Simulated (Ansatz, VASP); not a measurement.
Two plane-wave programs on SiO2

Contents of INCAR:

```
SYSTEM = SiO2
ALGO = Normal
EDIFF = 1E-6
ENCUT = 520
GGA = CA
ISIF = 2
ISMEAR = 0
LASPH = .True.
LCHARG = .True.
LELF = .True.
LREAL = .False.
LVHAR = .True.
LWAVE = .False.
NBANDS = 25
NELM = 80
PREC = Accurate
SIGMA = 0.05
```

KPOINTS

```
k-points
0
Gamma
  6 6 8
  0 0 0
```

Contents of POSCAR:

```
SiO2
1.0
    4.2798000000      0.0000000000      0.0000000000
    0.0000000000      4.2798000000      0.0000000000
    0.0000000000      0.0000000000      2.5974000000
Si O
2 4
Direct
    0.5000000000      0.5000000000      0.5000000000
    0.0000000000      0.0000000000      0.0000000000
    0.6944252994      0.6944252994      0.0000000000
    0.1944252994      0.8055747006      0.5000000000
    0.3055747006      0.3055747006      0.0000000000
    0.8055747006      0.1944252994      0.5000000000
```

Input for Ansatz:

```yaml
crystal:
  lattice:
    - [4.2798, 0.0, 0.0]
    - [0.0, 4.2798, 0.0]
    - [0.0, 0.0, 2.5974]
  atoms:
    - { symbol: Si, position: [0.5, 0.5, 0.5] }
    - { symbol: Si, position: [0.0, 0.0, 0.0] }
    - { symbol: O, position: [0.6944252994, 0.6944252994, 0.0] }
    - { symbol: O, position: [0.1944252994, 0.8055747006, 0.5] }
    - { symbol: O, position: [0.3055747006, 0.3055747006, 0.0] }
    - { symbol: O, position: [0.8055747006, 0.1944252994, 0.5] }
basis:
  ecutwfc: 520.0
kpoints:
  mp_grid: { grid: [6, 6, 8] }
hamiltonian:
  xc: lda
  pseudopotentials: { kind: paw, azcp: { folder: soft_1 } }
scf:
  occupations: { method: gaussian, width: 0.05 }
output:
  forces: true
  stress: true
  eigenvalues: true
```

Alike in both runs: task single point; functional LDA; k mesh 6 × 6 × 8; occupations gaussian, width 0.05 eV; no spin polarisation.

```csv
,VASP,Ansatz
version,VASP 6.6.1,Ansatz 0.2.0
potentials or method,"VASP PAW LDA potentials, release 64 (Si, O), cutoff 520 eV","scalar-relativistic, plane waves, PAW"
valence electrons in the cell,32,32
```

Ansatz gave:

* gap on the k mesh at the Fermi level (eV): 5.34
* least direct gap on the mesh (eV): 5.34
* pressure (GPa): -8.1
* traceless stress, the component that is largest in VASP (GPa): 15.58
* rms of the force components (eV/Å): 0.285

**Question.** Which values does VASP return?

**Answer.** gap on the k mesh at the Fermi level (eV): 5.34; least direct gap on the mesh (eV): 5.34; pressure (GPa): -7.1; traceless stress, the component that is largest in VASP (GPa): 16.40; rms of the force components (eV/Å): 0.259.

Ansatz warns that its potentials were made for another functional, while VASP's fit it. LDA's correlation is that of Perdew and Zunger in VASP and of Perdew and Wang (1992) in Ansatz. Atom by atom the forces differ by 0.025 eV/Å (rms over components).
